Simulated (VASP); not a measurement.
Write the native input for VASP 6.6.1 that does the following.

| Quantity | Value |
| --- | --- |
| Task | single point |
| Functional | RPBE |
| Dispersion | D4 |
| Potentials or basis | VASP PAW PBE potentials, release 64 (Ti_sv) |
| Cutoff | 520 eV |
| k mesh | 10 × 10 × 6 |
| Occupations | fermi-dirac, width 0.05 eV |
| Spin | no spin polarisation |
| Dipole correction | no |
| Further INCAR settings | ALGO = Normal; EDIFF = 1e-06; NBANDS = 19 |

The structure of Ti lies in POSCAR:

```
Ti
1.0
    2.9382217544      0.0000000000      0.0000000000
   -1.4691108772      2.5445746813      0.0000000000
    0.0000000000      0.0000000000      4.6495983037
Ti
2
Direct
    0.6666666667      0.3333333333      0.7500000000
    0.3333333333      0.6666666667      0.2500000000
```

The input as run:

INCAR

```
SYSTEM = Ti
  PREC = Accurate
  ENCUT = 520
  EDIFF = 1E-6
  ISMEAR = -1
  SIGMA = 0.05
  LREAL = .FALSE.
  LASPH = .TRUE.
  NELM = 80
  ALGO = Normal
  ISIF = 2
  LWAVE = .FALSE.
  LCHARG = .FALSE.
  GGA = RP
  IVDW = 13
  NBANDS = 19
```

KPOINTS

```
regular mesh
0
G
  10 10 6
  0 0 0
```

Potentials or basis: VASP PAW PBE potentials, release 64 (Ti_sv).

Run with:

```sh
$ cat potpaw_PBE.64/Ti_sv/POTCAR > POTCAR
$ mpirun -np 1 vasp_std > vasp.out
```

Results of the run:

```yaml
Pressure: -0.3 GPa
Band_gap_on_the_k_mesh: zero (band 12 reaches 9.23 eV, above the bottom of band 13 at 8.20 eV)
Dispersion_energy_per_atom: -0.363 eV
```

Caveat: the PAW data sets were made with another functional, which shifts forces and pressure a little; pairwise dispersion overbinds metals, which lowers pressure and volume.

It used 22 s of CPU time on 1 thread of Intel Xeon 6975P-C, with other jobs on the host.
